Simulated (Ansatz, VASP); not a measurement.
# TiO2 in VASP and in Ansatz

POSCAR

```
TiO2
1.0
    4.5968534940      0.0000000000      0.0000000000
    0.0000000000      4.5968534940      0.0000000000
    0.0000000000      0.0000000000      2.9830261793
Ti O
2 4
Direct
    0.0000000000      0.0000000000      0.0000000000
    0.5000000000      0.5000000000      0.5000000000
    0.3049811633      0.3049811633      0.0000000000
    0.1950188367      0.8049811633      0.5000000000
    0.8049811633      0.1950188367      0.5000000000
    0.6950188367      0.6950188367      0.0000000000
```

Contents of INCAR.step1:

```
SYSTEM = TiO2
PREC = Accurate ; ENCUT = 520
ISMEAR = 0 ; SIGMA = 0.01
LREAL = .False. ; LASPH = .True.
NELM = 80 ; NBANDS = 33
GGA = PE ; ALGO = Normal
EDIFF = 1E-4 ; LWAVE = .True.
LCHARG = .False.
```

File INCAR.step2:

```
SYSTEM = TiO2
PREC = Accurate ; ENCUT = 520
EDIFF = 1E-6 ; ISMEAR = 0
SIGMA = 0.01 ; LREAL = .False.
LASPH = .True. ; NELM = 80
ALGO = Normal ; ISIF = 2
LWAVE = .False. ; LCHARG = .True.
METAGGA = R2SCAN ; LMIXTAU = .True.
LELF = .True. ; LVHAR = .True.
NBANDS = 33 ; ISTART = 1
```

The input KPOINTS:

```
Automatic mesh
0
Gamma
  6 6 8
  0 0 0
```

Input for Ansatz:

```yaml
crystal:
  lattice:
    - [4.596853494, 0.0, 0.0]
    - [0.0, 4.596853494, 0.0]
    - [0.0, 0.0, 2.9830261793]
  atoms:
    - { symbol: Ti, position: [0.0, 0.0, 0.0] }
    - { symbol: Ti, position: [0.5, 0.5, 0.5] }
    - { symbol: O, position: [0.3049811633, 0.3049811633, 0.0] }
    - { symbol: O, position: [0.1950188367, 0.8049811633, 0.5] }
    - { symbol: O, position: [0.8049811633, 0.1950188367, 0.5] }
    - { symbol: O, position: [0.6950188367, 0.6950188367, 0.0] }
kpoints:
  mp_grid: { grid: [6, 6, 8] }
  band_path:
    path:
      - [0.0, 0.0, 0.0]
      - [0.0, 0.5, 0.0]
      - [0.5, 0.5, 0.0]
      - [0.0, 0.0, 0.5]
      - [0.0, 0.5, 0.5]
      - [0.5, 0.5, 0.5]
    npoints: 1
hamiltonian:
  xc: r2scan
scf:
  occupations: { method: fixed }
  n_extra_bands: 5
output:
  forces: true
  stress: true
  eigenvalues: true
```

Change from the starting cell: uniaxial_z strain +1.0%.

Alike in both runs: task single point; functional r2SCAN; k mesh 6 × 6 × 8; no spin polarisation.

|  | VASP | Ansatz |
| --- | --- | --- |
| version | VASP 6.6.1 | Ansatz 0.2.0 |
| potentials or method | VASP PAW PBE potentials, release 64 (Ti_sv, O) | plane waves, PAW |
| plane-wave cutoff (eV) | 520 | 500 |
| occupations | gaussian, width 0.01 eV | fixed |
| valence electrons in the cell | 48 | 48 |

|  | VASP | Ansatz | Ansatz less VASP |
| --- | --- | --- | --- |
| gap on the k mesh at the Fermi level (eV) | 2.20 | 2.19 | -0.009 |
| pressure (GPa) | -1.5 | -2.7 | -1.23 |
| traceless stress, the component that is largest in VASP (GPa) | -1.79 | -2.24 | -0.449 |
| rms of the force components (eV/Å) | 0.014 | 0.000 | -0.0138 |

VASP's potentials were made for PBE, not for r2SCAN. Atom by atom the forces differ by 0.014 eV/Å (rms over components).
